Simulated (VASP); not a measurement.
# ZnSn2N2 (Cmmm) in VASP: single point with PBE

Aim: the single point of ZnSn2N2 with PBE.

Program: VASP 6.6.1. These are calculated values, not measurements. Logs are shortened: lines on timing, memory, paths and dates and some standing lists are left out, and cuts for length are marked.

## (1) The cell of the first run

Symmetry: Cmmm, No. 65, orthorhombic system. The conventional cell has a = 5.762 Å, b = 12.776 Å, c = 3.477 Å, α = 90.00°, β = 90.00°, γ = 90.00°. Within 3.1 Å of Zn (site symmetry mmm) lie 2 N at 2.33 Å and 2 Sn at 2.66 Å. Within 3.5 Å of Sn (site symmetry m2m) lie 1 Zn at 2.66 Å and 4 Sn at 3.07 to 3.48 Å. N (site symmetry 2mm) has 1 N at 1.11 Å within 1.5 Å.

## (2) Single point, PBE

Contents of INCAR:

```
PREC     = Accurate       # precision mode
ENCUT    = 520            # plane-wave cutoff, eV
EDIFF    = 1E-7           # SCF threshold, eV
ISMEAR   = 0              # smearing method
SIGMA    = 0.15           # smearing width, eV
LREAL    = F              # projectors in reciprocal space
LASPH    = T              # aspherical terms in the spheres
NELM     = 100            # most SCF steps
ALGO     = Normal         # electronic algorithm
ISIF     = 2              # what is computed and relaxed
LWAVE    = F              # write WAVECAR
LCHARG   = T              # write CHGCAR
GGA      = PE             # functional
LELF     = T              # ELF
LVHAR    = T            
NBANDS   = 33             # bands
```

Contents of KPOINTS:

```
Automatic mesh
0
Gamma
  3 3 3
```

Contents of POSCAR:

```
ZnSn2N2
1.0
    2.8807939710     -6.3877745192      0.0000000000
    2.8807939710      6.3877745192      0.0000000000
    0.0000000000      0.0000000000      3.4765123203
Zn Sn N
1 2 2
Direct
    0.5000000000      0.5000000000      0.0000000000
    0.7083766479      0.2916233521      0.0000000000
    0.2916233521      0.7083766479      0.0000000000
    0.9037991593      0.9037991593      0.0000000000
    0.0962008407      0.0962008407      0.0000000000
```

Potentials or basis: VASP PAW PBE potentials, release 64 (Zn, Sn_d, N).

The run is started by

```
cat potpaw_PBE.64/Zn/POTCAR potpaw_PBE.64/Sn_d/POTCAR potpaw_PBE.64/N/POTCAR > POTCAR
mpirun -np 1 vasp_std > vasp.out
```

OUTCAR:

```text
PREC = Accurate
   ENCUT = 520
   EDIFF = 1E-7
   ISMEAR = 0
   LREAL = F
   LASPH = T
   NELM = 100
   ISIF = 2
   GGA = PE

 ion  position               nearest neighbor table
   1  0.500  0.500  0.000-   4 2.33   5 2.33   2 2.66   3 2.66
   2  0.708  0.292  0.000-   1 2.66   3 3.07   3 3.07
   3  0.292  0.708  0.000-   1 2.66   2 3.07   2 3.07
   4  0.904  0.904  0.000-   5 1.11   1 2.33
   5  0.096  0.096  0.000-   4 1.11   1 2.33

  LATTYP: Found a base centered orthorhombic cell.
 ALAT       =     5.7615879420
 B/A-ratio  =     2.2173659705
 C/A-ratio  =     0.6033948202

  Lattice vectors:

 A1 = (   2.8807939710,  -6.3877745192,   0.0000000000)
 A2 = (   2.8807939710,   6.3877745192,   0.0000000000)
 A3 = (   0.0000000000,   0.0000000000,   3.4765123203)

Analysis of symmetry for initial positions (statically):
=====================================================================
 Subroutine PRICEL returns:
 Original cell was already a primitive cell.

 Routine SETGRP: Setting up the symmetry group for a
 base centered orthorhombic supercell.

 Subroutine GETGRP returns: Found  8 space group operations
 (whereof  8 operations were pure point group operations)
 out of a pool of  8 trial point group operations.

The static configuration has the point symmetry D_2h.

Analysis of symmetry for dynamics (positions and initial velocities):
=====================================================================
 Subroutine PRICEL returns:
 Original cell was already a primitive cell.

 Routine SETGRP: Setting up the symmetry group for a
 base centered orthorhombic supercell.

 Subroutine GETGRP returns: Found  8 space group operations
 (whereof  8 operations were pure point group operations)
 out of a pool of  8 trial point group operations.

The dynamic configuration has the point symmetry D_2h.

 Subroutine INISYM returns: Found  8 space group operations
 (whereof  8 operations are pure point group operations),
 and found     1 'primitive' translations

----------------------------------------------------------------------------------------

                                     Primitive cell

  volume of cell :     127.9486

  direct lattice vectors                    reciprocal lattice vectors
     2.880793971 -6.387774519  0.000000000     0.173563262 -0.078274522  0.000000000
     2.880793971  6.387774519  0.000000000     0.173563262  0.078274522  0.000000000
     0.000000000  0.000000000  3.476512320     0.000000000  0.000000000  0.287644601

  length of vectors
     7.007327394  7.007327394  3.476512320     0.190397235  0.190397235  0.287644601

  position of ions in fractional coordinates (direct lattice)
     0.500000000  0.500000000  0.000000000
     0.708376648  0.291623352  0.000000000
     0.291623352  0.708376648  0.000000000
     0.903799159  0.903799159  0.000000000
     0.096200841  0.096200841  0.000000000

  ion indices of the primitive-cell ions
   primitive index   ion index
                 1           1
                 2           2
                 3           3
                 4           4
                 5           5

----------------------------------------------------------------------------------------

 KPOINTS: Automatic mesh

Automatic generation of k-mesh.
 Grid dimensions read from file:
 generate k-points for:    3    3    3

 Generating k-lattice:

  Cartesian coordinates                     Fractional coordinates (reciprocal lattice)
     0.057854421 -0.026091507  0.000000000     0.333333333  0.000000000  0.000000000
     0.057854421  0.026091507  0.000000000     0.000000000  0.333333333  0.000000000
     0.000000000  0.000000000  0.095881534     0.000000000  0.000000000  0.333333333

  Length of vectors
     0.063465745  0.063465745  0.095881534

  Shift w.r.t. Gamma in fractional coordinates (k-lattice)
     0.000000000  0.000000000  0.000000000

 Subroutine IBZKPT returns following result:
 ===========================================

 Found      8 irreducible k-points:

 Following reciprocal coordinates:
            Coordinates               Weight
  0.000000  0.000000  0.000000      1.000000
  0.333333 -0.000000  0.000000      4.000000
  0.333333  0.333333  0.000000      2.000000
 -0.333333  0.333333  0.000000      2.000000
  0.000000  0.000000  0.333333      2.000000
  0.333333 -0.000000  0.333333      8.000000
  0.333333  0.333333  0.333333      4.000000
 -0.333333  0.333333  0.333333      4.000000
   k-points           NKPTS =      8   k-points in BZ     NKDIM =      8   number of bands    NBANDS=     33
   number of dos      NEDOS =    301   number of ions     NIONS =      5
   total plane-waves  NPLWV =  81648
   dimension x,y,z NGX =    54 NGY =   54 NGZ =   28
   dimension x,y,z NGXF=   108 NGYF=  108 NGZF=   56
   ions per type =               1   2   2
   NGX,Y,Z   is equivalent  to a cutoff of  12.81, 12.81, 13.39 a.u.
   NGXF,Y,Z  is equivalent  to a cutoff of  25.62, 25.62, 26.78 a.u.
 SYSTEM =  unknown system
   PREC   = accura    normal or accurate (medium, high low for compatibility)
   ISTART =      0    job   : 0-new  1-cont  2-samecut
   ICHARG =      2    charge: 1-file 2-atom 10-const
   ISPIN  =      1    spin polarized calculation?
   LNONCOLLINEAR =      F non collinear calculations
   LSORBIT =      F    spin-orbit coupling
   LASPH  =      T    aspherical Exc in radial PAW
   ENCUT  =  520.0 eV  38.22 Ry    6.18 a.u.  13.03 13.03  6.46*2*pi/ulx,y,z
   NELM   =    100;   NELMIN=  2; NELMDL= -5     # of ELM steps
   EDIFF  = 0.1E-06   stopping-criterion for ELM
   LREAL  =      F    real-space projection
   EDIFFG = 0.1E-05   stopping-criterion for IOM
   NSW    =      0    number of steps for IOM
   IBRION =     -1    ionic relax: 0-MD 1-quasi-New 2-CG
   NFREE  =      0    steps in history (QN), initial steepest desc. (CG)
   ISIF   =      2    stress and relaxation
   ISYM   =      2    0-nonsym 1-usesym 2-fastsym
   POTIM  = 0.5000    time-step for ionic-motion
   TEBEG  =    0.0;   TEEND  =   0.0 temperature during run
   PSTRESS=    0.0 pullay stress
   NELECT =      50.0000    total number of electrons
   NUPDOWN=      -1.0000    fix difference up-down
   EMIN   =  10.00;   EMAX   =-10.00  energy-range for DOS
   EFERMI =   0.00;   METHOD = LEGACY
   ISMEAR =     0;   SIGMA  =   0.15  broadening in eV -4-tet -1-fermi 0-gaus
   EFERMI_NEDOS =   21; number of points for ismear=-14 and -15
   IALGO  =     38    algorithm
   IMIX   =      4    mixing-type and parameters
     AMIX     =   0.40;   BMIX     =  1.00
     AMIX_MAG =   1.60;   BMIX_MAG =  1.00
  volume/ion in A,a.u.               =      25.59       172.69
  Fermi-wavevector in a.u.,A,eV,Ry     =   1.196887  2.261788 19.490855  1.432537
  Thomas-Fermi vector in A             =   2.332815
   LORBIT       =      0    0 simple, 1 ext, 2 COOP (PROOUT), +10 PAW based schemes
   GGA     = PE    functional components
   LHFCALC =     F    Hartree Fock is set to
   AEXX    =    0.0000 exact exchange contribution
   IVDW    =     0    specifies the selected vdW correction
   LEPSILON=     F    determine dielectric tensor
   LRPA    =     F    only Hartree local field effects (RPA)
 non-spin polarized calculation
 Gauss-broadening in eV      SIGMA  =   0.15
  energy-cutoff  :      520.00
  volume of cell :      127.95
 maximum number of plane-waves:      3462
 NGX is ok and might be reduce to    54
   NGX = 27   NGY = 27   NGZ = 13

 number of electron      50.0000007 magnetization

 Free energy of the ion-electron system (eV)
  ---------------------------------------------------
  ext. energy  EPLUGINS =         0.00000000
  ---------------------------------------------------
  free energy    TOTEN  =       -23.49238168 eV

  energy without entropy =      -23.46929341  energy(sigma->0) =      -23.48083755

 E-fermi :   3.1699     XC(G=0):  -8.6237

 val. band max:        2.7526945338   @ k =   0.3333   0.3333   0.3333
 cond. band min:       3.2539960556   @ k =   0.3333  -0.0000   0.3333
 fundamental gap:      0.5013015218
 Fermi energy:         3.1698917488

 k-point     1 :       0.0000    0.0000    0.0000
  band No.  band energies     occupation
      1     -21.4067      2.00000
      2     -18.2125      2.00000
      3     -18.0972      2.00000
      4     -18.0964      2.00000
      5     -18.0604      2.00000
      6     -18.0525      2.00000
[... 25 lines left out ...]
     32       9.5796      0.00000
     33       9.6215      0.00000

 k-point     2 :       0.3333   -0.0000    0.0000
  band No.  band energies     occupation
      1     -21.4055      2.00000
      2     -18.1967      2.00000
      3     -18.1342      2.00000
      4     -18.0904      2.00000
      5     -18.0841      2.00000
      6     -18.0789      2.00000
[... 25 lines left out ...]
     32       8.6962      0.00000
     33      10.0073      0.00000

 k-point     3 :       0.3333    0.3333    0.0000
  band No.  band energies     occupation
      1     -21.4054      2.00000
      2     -18.1966      2.00000
      3     -18.1342      2.00000
      4     -18.0923      2.00000
      5     -18.0821      2.00000
      6     -18.0789      2.00000
[... 25 lines left out ...]
     32       8.8381      0.00000
     33       9.6177      0.00000

 k-point     4 :      -0.3333    0.3333    0.0000
  band No.  band energies     occupation
      1     -21.4066      2.00000
      2     -18.2125      2.00000
      3     -18.0984      2.00000
      4     -18.0972      2.00000
      5     -18.0570      2.00000
      6     -18.0524      2.00000
[... 25 lines left out ...]
     32       9.0051      0.00000
     33       9.2024      0.00000

 k-point     5 :       0.0000    0.0000    0.3333
  band No.  band energies     occupation
      1     -21.3694      2.00000
      2     -18.1658      2.00000
      3     -18.1266      2.00000
      4     -18.0501      2.00000
      5     -18.0433      2.00000
      6     -18.0409      2.00000
[... 25 lines left out ...]
     32       8.7346      0.00000
     33       8.7766      0.00000

 k-point     6 :       0.3333   -0.0000    0.3333
  band No.  band energies     occupation
      1     -21.3682      2.00000
      2     -18.1628      2.00000
      3     -18.1140      2.00000
      4     -18.1067      2.00000
      5     -18.0658      2.00000
      6     -18.0393      2.00000
[... 25 lines left out ...]
     32       8.1735      0.00000
     33       8.8982      0.00000

 k-point     7 :       0.3333    0.3333    0.3333
  band No.  band energies     occupation
      1     -21.3682      2.00000
      2     -18.1626      2.00000
      3     -18.1143      2.00000
      4     -18.1067      2.00000
      5     -18.0659      2.00000
      6     -18.0375      2.00000
[... 25 lines left out ...]
     32       7.8200      0.00000
     33       9.6156      0.00000

 k-point     8 :      -0.3333    0.3333    0.3333
  band No.  band energies     occupation
      1     -21.3693      2.00000
      2     -18.1657      2.00000
      3     -18.1266      2.00000
      4     -18.0499      2.00000
      5     -18.0435      2.00000
      6     -18.0409      2.00000
[... 25 lines left out ...]
     32       8.1781      0.00000
     33       8.8410      0.00000

------------------------ aborting loop because EDIFF is reached ----------------------------------------

  FORCE on cell =-STRESS in cart. coord.  units (eV):
  Direction    XX          YY          ZZ          XY          YZ          ZX
  --------------------------------------------------------------------------------------
  -------------------------------------------------------------------------------------
  Total        1.7994902      0.1241378     -0.1015312      0.0000000      0.0000000      0.0000000
  in kB       22.5332859      1.5544578     -1.2713776      0.0000000      0.0000000      0.0000000
  external PRESSURE =       7.6054554 kB  Pullay stress =       0.0000000 kB

 VOLUME and BASIS-vectors are now :
 -----------------------------------------------------------------------------
  energy-cutoff  :      520.00
  volume of cell :      127.95
      direct lattice vectors                 reciprocal lattice vectors
     2.880793971 -6.387774519  0.000000000     0.173563262 -0.078274522  0.000000000
     2.880793971  6.387774519  0.000000000     0.173563262  0.078274522  0.000000000
     0.000000000  0.000000000  3.476512320     0.000000000  0.000000000  0.287644601

 POSITION                                       TOTAL-FORCE (eV/Angst)
 -----------------------------------------------------------------------------------
      2.88079      0.00000      0.00000        -0.000000      0.000000     -0.000000
      2.88079     -2.66213      0.00000        -0.000000     -0.010090     -0.000000
      2.88079      2.66213      0.00000        -0.000000      0.010090      0.000000
      5.20732      0.00000      0.00000        -1.600450      0.000000     -0.000000
      0.55427      0.00000      0.00000         1.600450      0.000000     -0.000000
 -----------------------------------------------------------------------------------
    total drift:                                0.000000     -0.000000      0.000000

  FREE ENERGIE OF THE ION-ELECTRON SYSTEM (eV)
  ---------------------------------------------------
  free  energy   TOTEN  =       -23.4923816823 eV

  energy  without entropy=      -23.4692934147  energy(sigma->0) =      -23.48083755
```

It took 53 s on 1 thread of Intel Xeon Platinum 8259CL at 2.50GHz (Skylake/Cascade Lake), shared host; peak memory 0.27 GiB.

What came out:

```yaml
Free_energy: -23.4924 eV
Pressure: 0.8 GPa
Largest_force: 1.600 eV/Å
Band_gap_on_the_k_mesh: zero (band 25 reaches 3.53 eV, above the bottom of band 26 at 2.75 eV)
```

Forces in eV/Å, atoms in the order of the input:
```
Zn   0.000  0.000  0.000
Sn   0.000 -0.010  0.000
Sn   0.000  0.010  0.000
N   -1.600  0.000  0.000
N    1.600  0.000  0.000
```

Levels at points of the mesh, in eV from the Fermi level:
```
           k point  band 21  band 22  band 23  band 24  band 25  band 26  band 27  band 28  band 29  band 30
(0.00, 0.00, 0.00)    -6.23    -5.82    -2.53    -2.25    -0.82     1.54     1.94     2.91     3.72     4.07
```

Caveat: the k points lie up to 0.60 Å⁻¹ apart; the standard files for N, O and F lose accuracy on very short bonds; spin-orbit coupling is left out, which moves the levels of the heavy elements; forces of over 1 eV/Å act on the atoms, so gaps and moduli don't describe the material at rest.
